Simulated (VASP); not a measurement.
Input of a VASP 6.6.1 run:

INCAR

```
PREC     = Accurate       # precision mode
ENCUT    = 400            # plane-wave cutoff, eV
EDIFF    = 1E-6           # SCF threshold, eV
ISMEAR   = 0              # smearing method
SIGMA    = 0.01           # smearing width, eV
LREAL    = F              # projectors in reciprocal space
LASPH    = T              # aspherical terms in the spheres
NELM     = 120            # most SCF steps
ALGO     = Normal         # electronic algorithm
ISIF     = 2              # what is computed and relaxed
LWAVE    = F              # write WAVECAR
LCHARG   = F              # write CHGCAR
GGA      = PE             # functional
NBANDS   = 144            # bands
NELECT   = 246.0        
GGA_COMPAT= F
```

Contents of KPOINTS:

```
Automatic mesh
0
Gamma
  2 2 2
  0.5 0.5 0.5
```

POSCAR

```
Sn5S9
1.0
   -5.5546873704     -3.2070002486     -6.8276761257
    0.0000000000      6.4140004972     -6.8276761257
    5.5546873704     -3.2070002486     -6.8276761257
Sn S
10 18
Direct
    0.6804719593     -0.0120957661      0.3284795921
    0.6847071179      0.3386222311      0.0059873600
    0.3298443248     -0.0163051400      0.6511106760
    0.6804915089      0.6612705651      0.6552902182
    0.3339456096      0.3344124374      0.3285503261
    0.0070224333     -0.0121081387      0.0018415067
    0.3340218330      0.6612098910      0.0015903579
    1.0072813176      0.3346625461      0.6554687924
    1.0070402790      0.6612609524      0.3283806404
    0.5070891387      0.1611869459      0.8287101943
    0.4950670521      0.1490719651      0.1445163156
    0.4951651250      0.4771882912      0.8164397458
    0.1520485977      0.1482590622      0.4735801581
    0.4941725185      0.8060823810      0.4734024050
    0.1546742664      0.4775787938      0.1449028507
    0.8234475153      0.1491749395      0.8164361029
    0.1520637321      0.8061939076      0.8153167608
    0.8236324033      0.4774504146      0.4762552953
    0.8234326875      0.8086969409      0.1447665301
    0.1907821732      0.8448191520      0.1809173488
    0.1913502935      0.1732287897      0.8407476660
    0.8597551172      0.8448106761      0.5120925521
    0.1908162398      0.5139449872      0.5120326464
    0.8621958630      0.1742490883      0.1838344524
    0.5193266687      0.8452500958      0.8405143257
    0.8621400778      0.5165422933      0.8417603218
    0.5193440590      0.1732450001      0.5124964809
    0.5202676688      0.5162838842      0.1835915704
```

Potentials or basis: VASP PAW PBE potentials, release 64 (Sn_d, S).

Run with:

```sh
$ cat potpaw_PBE.64/Sn_d/POTCAR potpaw_PBE.64/S/POTCAR > POTCAR
$ mpirun -np 1 vasp_std > vasp.out
```

**Question.** Estimate the largest force.

**Answer.** 0.025 eV/Å.

Forces on the atoms (eV/Å):
```
Sn   0.002 -0.007 -0.002
Sn   0.006  0.002 -0.008
Sn   0.001  0.013  0.007
Sn  -0.015 -0.002  0.006
Sn   0.011  0.016 -0.004
Sn  -0.006 -0.009 -0.011
Sn   0.025 -0.004  0.002
Sn  -0.017  0.007 -0.005
Sn  -0.004 -0.015 -0.005
Sn  -0.002  0.003  0.002
S    0.000 -0.001 -0.001
S   -0.001  0.003  0.003
S   -0.001 -0.009 -0.005
S    0.006  0.001 -0.004
S   -0.007 -0.001 -0.007
S    0.004  0.002  0.004
S   -0.004 -0.002 -0.007
S    0.003  0.005 -0.005
S    0.003  0.002 -0.008
S   -0.002  0.003  0.010
S    0.004  0.004  0.001
S    0.001  0.005  0.009
S    0.000 -0.007  0.012
S   -0.008  0.006  0.009
S    0.004 -0.005 -0.004
S    0.002 -0.009  0.004
S    0.000  0.002  0.000
S   -0.005 -0.002  0.006
```

Caveat: the cell carries a net charge on a neutralising background, which shifts energy and pressure; the cell differs from its parent crystal (with an interstitial atom, then relaxed in part).
